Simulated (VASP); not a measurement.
The system is BN.

```xyz
8
Lattice="4.8801 0.0000 0.0000 0.0000 2.5915 0.0000 0.0000 0.0000 4.2920" Properties=species:S:1:pos:R:3 pbc="T T T"
B     3.2188    1.9436    0.3987
B     4.1013    0.6479    2.5448
B     0.7788    1.9436    1.7473
B     1.6612    0.6479    3.8933
N     4.0072    1.9436    1.6890
N     0.8729    0.6479    2.6031
N     3.3129    0.6479    3.8350
N     1.5671    1.9436    0.4570
```

Base run:

```yaml
Program: VASP 6.6.1
Functional: LDA
Potentials_or_basis: VASP PAW LDA potentials, release 64 (B, N)
Cutoff: 520 eV
k_mesh: 5 × 9 × 5
Occupations: gaussian, width 0.01 eV
Spin: no spin polarisation
```

Its results: band gap on the k mesh 5.55 eV (least direct gap 6.13 eV); pressure -11.0 GPa; largest force 0.106 eV/Å.

Q: The run is repeated on the same cell with these changes: k mesh from 5 × 9 × 5 to 2 × 4 × 3. What comes out?

A: Band gap on the k mesh 5.64 eV (least direct gap 6.46 eV); pressure -11.0 GPa; largest force 0.118 eV/Å.

Caveats: some runs use coarse meshes; an odd mesh through Γ misses points on the zone boundary, where band edges can lie; the cell stands under tension (at least some runs).
